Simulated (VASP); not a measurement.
**HfO2: single point with PBE**

Crystal: HfO2.

```
Hf O
1.0
     3.60430    0.00000    0.00000
     0.00000    3.60430    0.00000
     0.00000    0.00000    5.26397
Hf O
2 4
Direct
  0.50000 0.43757 0.58549
  0.00000 0.00000 0.00000
  0.00000 0.50000 0.69325
  0.50000 0.00000 0.80675
  0.50000 0.00000 0.30675
  0.00000 0.50000 0.19325
```

This cell differs from its parent crystal: atom 1 (Hf) moved by (-0.225, +0.450) A along y and z.

- Program: VASP 6.6.1
- Task: single point
- Functional: PBE
- Potentials or basis: VASP PAW PBE potentials, release 64 (Hf_pv, O)
- Cutoff: 520 eV
- k mesh: 6 × 6 × 4
- Occupations: gaussian, width 0.05 eV
- Spin: no spin polarisation

| Property | Result |
| --- | --- |
| Pressure | 10.3 GPa |
| Largest force | 9.100 eV/Å |
| Band gap on the k mesh | 2.75 eV (least direct gap 2.79 eV) |

Forces in eV/Å, atoms in the order of the input:
```
Hf   0.000  0.904 -9.055
Hf   0.000 -0.313  5.898
O    0.000  0.519  2.818
O    0.000 -1.379  0.784
O    0.000  0.329  1.322
O    0.000 -0.060 -1.767
```

Stress tensor (GPa, compression positive):
```
33.44  0.00  0.00
 0.00 -3.50 -5.59
 0.00 -5.59  0.93
```

Levels at points of the mesh, in eV from the valence-band top:
```
           k point  band 18  band 19  band 20  band 21  band 22  band 23  band 24  band 25  band 26  band 27
(0.00, 0.00, 0.00)    -2.81    -1.92    -1.45    -0.79    -0.04     2.75     3.18     3.84     4.60     4.63
(0.50, 0.00, 0.00)    -2.63    -2.26    -2.02    -1.09    -0.90     3.25     3.33     4.40     4.51     5.66
(0.00, 0.50, 0.00)    -2.27    -2.19    -1.83    -1.62    -0.88     3.46     3.56     3.78     4.83     5.77
(0.50, 0.50, 0.00)    -3.41    -2.15    -1.27    -1.02    -0.21     3.46     4.14     4.59     4.70     5.24
(0.00, 0.00, 0.50)    -2.99    -2.62    -2.51    -0.78     0.00     2.91     3.80     4.38     4.43     6.38
(0.50, 0.00, 0.50)    -3.21    -2.73    -1.67    -1.32    -1.21     3.02     3.09     3.88     5.12     5.58
(0.00, 0.50, 0.50)    -2.64    -2.27    -2.02    -1.51    -1.29     3.52     3.84     4.19     4.44     5.61
(0.50, 0.50, 0.50)    -3.76    -2.55    -2.05    -0.85    -0.01     2.95     4.12     4.74     5.22     5.50
```

Wall time 2.8 min on 1 thread of Intel Xeon 8259CL, with other jobs on the host, peak memory 0.24 GiB.

Caveat: the cell differs from its parent crystal (atom 1 (Hf) moved by (-0.225, +0.450) A along y and z); the cell stands under pressure; spin-orbit coupling is left out, which moves the levels of the heavy elements; forces of over 1 eV/Å act on the atoms, so gaps and moduli don't describe the material at rest. A k mesh can miss the band edges.
